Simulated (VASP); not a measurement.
# Be (P6_3/mmc) in VASP: further runs, part 2 of 2

VASP 6.6.1. The steps go on from the part before.

## Step 3: Single point, PBE (7.67 Å³/atom)

This run uses another cell than the first one, of 7.67 Å³/atom.

The input, INCAR:

```
SYSTEM = Be
  ALGO = Fast
  EDIFF = 1E-6
  ENCUT = 520
  GGA = PE
  ISIF = 2
  ISMEAR = 0
  LASPH = .True.
  LCHARG = .True.
  LELF = .True.
  LREAL = .False.
  LVHAR = .True.
  LWAVE = .False.
  NBANDS = 9
  NELM = 60
  PREC = Accurate
  SIGMA = 0.1
```

The input, KPOINTS:

```
k-points
0
Gamma
  21 21 12
  0 0 0
```

The input, POSCAR:

```
Be
1.0
    2.2389188417      0.0000000000      0.0000000000
   -1.1194594208      1.9389605939      0.0000000000
    0.0000000000      0.0000000000      3.5336176365
Be
2
Direct
    0.3333333333      0.6666666667      0.2500000000
    0.6666666667      0.3333333333      0.7500000000
```

Potentials or basis: VASP PAW PBE potentials, release 64 (Be).

Launch:

```console
cat potpaw_PBE.64/Be/POTCAR > POTCAR
mpirun -np 1 vasp_std > vasp.out
```

OUTCAR:

```text
SYSTEM = Be
   EDIFF = 1E-6
   ENCUT = 520
   GGA = PE
   ISIF = 2
   ISMEAR = 0
   LASPH = .True.
   LREAL = .False.
   NELM = 60
   PREC = Accurate

 ion  position               nearest neighbor table
   1  0.333  0.667  0.250-   2 2.19   2 2.19   2 2.19   2 2.19   2 2.19   2 2.19
   2  0.667  0.333  0.750-   1 2.19   1 2.19   1 2.19   1 2.19   1 2.19   1 2.19

  LATTYP: Found a hexagonal cell.
 ALAT       =     2.2389188417
 C/A-ratio  =     1.5782696410

  Lattice vectors:

 A1 = (   2.2389188417,   0.0000000000,   0.0000000000)
 A2 = (  -1.1194594208,   1.9389605939,   0.0000000000)
 A3 = (   0.0000000000,   0.0000000000,   3.5336176365)

Analysis of symmetry for initial positions (statically):
=====================================================================
 Subroutine PRICEL returns:
 Original cell was already a primitive cell.

 Routine SETGRP: Setting up the symmetry group for a
 hexagonal supercell.

 Subroutine GETGRP returns: Found 24 space group operations
 (whereof 12 operations were pure point group operations)
 out of a pool of 24 trial point group operations.

The static configuration has the point symmetry D_3d.
 The point group associated with its full space group is D_6h.

Analysis of symmetry for dynamics (positions and initial velocities):
=====================================================================
 Subroutine PRICEL returns:
 Original cell was already a primitive cell.

 Routine SETGRP: Setting up the symmetry group for a
 hexagonal supercell.

 Subroutine GETGRP returns: Found 24 space group operations
 (whereof 12 operations were pure point group operations)
 out of a pool of 24 trial point group operations.

The dynamic configuration has the point symmetry D_3d.
 The point group associated with its full space group is D_6h.

 Subroutine INISYM returns: Found 24 space group operations
 (whereof 12 operations are pure point group operations),
 and found     1 'primitive' translations

----------------------------------------------------------------------------------------

                                     Primitive cell

  volume of cell :      15.3401

  direct lattice vectors                    reciprocal lattice vectors
     2.238918842  0.000000000  0.000000000     0.446644149  0.257870119  0.000000000
    -1.119459421  1.938960594  0.000000000     0.000000000  0.515740239  0.000000000
     0.000000000  0.000000000  3.533617636     0.000000000  0.000000000  0.282996097

  length of vectors
     2.238918842  2.238918842  3.533617636     0.515740239  0.515740239  0.282996097

  position of ions in fractional coordinates (direct lattice)
     0.333333333  0.666666667  0.250000000
     0.666666667  0.333333333  0.750000000

  ion indices of the primitive-cell ions
   primitive index   ion index
                 1           1
                 2           2

----------------------------------------------------------------------------------------

 KPOINTS: k-points

Automatic generation of k-mesh.
 Grid dimensions read from file:
 generate k-points for:   21   21   12

 Generating k-lattice:

  Cartesian coordinates                     Fractional coordinates (reciprocal lattice)
     0.021268769  0.012279529  0.000000000     0.047619048  0.000000000  0.000000000
     0.000000000  0.024559059  0.000000000     0.000000000  0.047619048  0.000000000
     0.000000000  0.000000000  0.023583008     0.000000000  0.000000000  0.083333333

  Length of vectors
     0.024559059  0.024559059  0.023583008

  Shift w.r.t. Gamma in fractional coordinates (k-lattice)
     0.000000000  0.000000000  0.000000000

 Subroutine IBZKPT returns following result:
 ===========================================

 Found    336 irreducible k-points:

 Following reciprocal coordinates:
            Coordinates               Weight
  0.000000  0.000000  0.000000      1.000000
  0.047619  0.000000  0.000000      6.000000
  0.095238  0.000000  0.000000      6.000000
  0.142857  0.000000  0.000000      6.000000
  0.190476  0.000000  0.000000      6.000000
  0.238095  0.000000  0.000000      6.000000
[... 16 lines left out ...]
  0.142857  0.095238  0.000000     12.000000
  0.190476  0.095238  0.000000     12.000000
 [... further k-points ...]
   k-points           NKPTS =    336   k-points in BZ     NKDIM =    336   number of bands    NBANDS=      9
   number of dos      NEDOS =    301   number of ions     NIONS =      2
   total plane-waves  NPLWV =   9072
   dimension x,y,z NGX =    18 NGY =   18 NGZ =   28
   dimension x,y,z NGXF=    36 NGYF=   36 NGZF=   56
   ions per type =               2
   NGX,Y,Z   is equivalent  to a cutoff of  13.37, 13.37, 13.17 a.u.
   NGXF,Y,Z  is equivalent  to a cutoff of  26.73, 26.73, 26.35 a.u.
 SYSTEM =  Be
   PREC   = accura    normal or accurate (medium, high low for compatibility)
   ISTART =      0    job   : 0-new  1-cont  2-samecut
   ICHARG =      2    charge: 1-file 2-atom 10-const
   ISPIN  =      1    spin polarized calculation?
   LNONCOLLINEAR =      F non collinear calculations
   LSORBIT =      F    spin-orbit coupling
   LASPH  =      T    aspherical Exc in radial PAW
   ENCUT  =  520.0 eV  38.22 Ry    6.18 a.u.   4.16  4.16  6.57*2*pi/ulx,y,z
   NELM   =     60;   NELMIN=  2; NELMDL= -5     # of ELM steps
   EDIFF  = 0.1E-05   stopping-criterion for ELM
   LREAL  =      F    real-space projection
[... 7 lines left out ...]
   TEBEG  =    0.0;   TEEND  =   0.0 temperature during run
   PSTRESS=    0.0 pullay stress
   NELECT =       4.0000    total number of electrons
   NUPDOWN=      -1.0000    fix difference up-down
   EMIN   =  10.00;   EMAX   =-10.00  energy-range for DOS
   EFERMI =   0.00;   METHOD = LEGACY
   ISMEAR =     0;   SIGMA  =   0.10  broadening in eV -4-tet -1-fermi 0-gaus
   EFERMI_NEDOS =   21; number of points for ismear=-14 and -15
   IALGO  =     68    algorithm
   IMIX   =      4    mixing-type and parameters
     AMIX     =   0.40;   BMIX     =  1.00
     AMIX_MAG =   1.60;   BMIX_MAG =  1.00
  volume/ion in A,a.u.               =       7.67        51.76
  Fermi-wavevector in a.u.,A,eV,Ry     =   1.045890  1.976445 14.883211  1.093885
  Thomas-Fermi vector in A             =   2.180705
   LORBIT       =      0    0 simple, 1 ext, 2 COOP (PROOUT), +10 PAW based schemes
   GGA     = PE    functional components
   LHFCALC =     F    Hartree Fock is set to
   AEXX    =    0.0000 exact exchange contribution
   IVDW    =     0    specifies the selected vdW correction
   LEPSILON=     F    determine dielectric tensor
   LRPA    =     F    only Hartree local field effects (RPA)
 non-spin polarized calculation
 RMM-DIIS sequential band-by-band and
 Gauss-broadening in eV      SIGMA  =   0.10
  energy-cutoff  :      520.00
  volume of cell :       15.34
 maximum number of plane-waves:       426
 NGX is ok and might be reduce to    18
   NGX =  9   NGY =  9   NGZ = 13

 number of electron       4.0000000 magnetization

 Free energy of the ion-electron system (eV)
  ---------------------------------------------------
  ext. energy  EPLUGINS =         0.00000000
  ---------------------------------------------------
  free energy    TOTEN  =        -7.52440000 eV

  energy without entropy =       -7.52292531  energy(sigma->0) =       -7.52366266

 E-fermi :   7.3197     XC(G=0): -10.7057

 val. band max:        7.3167542549   @ k =   0.3333   0.0476   0.0000
 cond. band min:       7.3421511868   @ k =   0.3333   0.2857   0.0833
 fundamental gap:      0.0253969319
 Fermi energy:         7.3197371933

 k-point     1 :       0.0000    0.0000    0.0000
  band No.  band energies     occupation
      1      -4.2427      2.00000
      2       2.7035      2.00000
      3       8.4523      0.00000
      4      23.7063      0.00000
      5      23.7063      0.00000
      6      26.6020      0.00000
      7      26.6020      0.00000
      8      28.6686      0.00000
      9      34.9233      0.00000
[... 265 lines left out ...]
 k-point    24 :       0.1905    0.0952    0.0000
  band No.  band energies     occupation
      1      -2.3893      2.00000
      2       5.1380      2.00000
      3       8.7245      0.00000
      4      15.7183      0.00000
      5      18.0758      0.00000
      6      23.9323      0.00000
      7      24.7223      0.00000
      8      25.7415      0.00000
      9      29.5686      0.00000

 [... further k-points ...]

------------------------ aborting loop because EDIFF is reached ----------------------------------------

  FORCE on cell =-STRESS in cart. coord.  units (eV):
  Direction    XX          YY          ZZ          XY          YZ          ZX
  --------------------------------------------------------------------------------------
  -------------------------------------------------------------------------------------
  Total        0.3888884      0.3888884      0.3988003      0.0000000      0.0000000      0.0000000
  in kB       40.6170773     40.6170773     41.6523188      0.0000000      0.0000000      0.0000000
  external PRESSURE =      40.9621578 kB  Pullay stress =       0.0000000 kB

 VOLUME and BASIS-vectors are now :
 -----------------------------------------------------------------------------
  energy-cutoff  :      520.00
  volume of cell :       15.34
      direct lattice vectors                 reciprocal lattice vectors
     2.238918842  0.000000000  0.000000000     0.446644149  0.257870119  0.000000000
    -1.119459421  1.938960594  0.000000000     0.000000000  0.515740239  0.000000000
     0.000000000  0.000000000  3.533617636     0.000000000  0.000000000  0.282996097

 POSITION                                       TOTAL-FORCE (eV/Angst)
 -----------------------------------------------------------------------------------
     -0.00000      1.29264      0.88340         0.000000      0.000000      0.000000
      1.11946      0.64632      2.65021        -0.000000     -0.000000      0.000000
 -----------------------------------------------------------------------------------
    total drift:                                0.000000     -0.000000      0.000000

  FREE ENERGIE OF THE ION-ELECTRON SYSTEM (eV)
  ---------------------------------------------------
  free  energy   TOTEN  =        -7.5243999971 eV

  energy  without entropy=       -7.5229253130  energy(sigma->0) =       -7.52366266
```

stdout:

```text
POSCAR found type information on POSCAR Be
 POSCAR found :  1 types and       2 ions
 scaLAPACK will be used
 LDA part: xc-table for (Slater+PW92), standard interpolation
 POSCAR, INCAR and KPOINTS ok, starting setup
 FFT: planning ... GRIDC
 FFT: planning ... GRID_SOFT
 FFT: planning ... GRID
 WAVECAR not read
 entering main loop
```

It took 15 s on 1 thread of Intel Xeon 6975P-C (Granite Rapids), shared host; peak memory 0.15 GiB.

Results:

```
Free energy            : -7.5244 eV
Pressure               : 4.1 GPa
Band gap on the k mesh : zero (bands 2 and 3 overlap by 2.12 eV)
```

Levels at points of the mesh, in eV from the Fermi level:
| k point | band 1 | band 2 | band 3 | band 4 | band 5 |
| --- | --- | --- | --- | --- | --- |
| (0.00, 0.00, 0.00) | -11.56 | -4.62 | 1.13 | 16.39 | 16.39 |
| (0.00, 0.00, 0.50) | -9.38 | -9.38 | 10.85 | 10.85 | 18.07 |

Caveat: the cell stands under pressure.
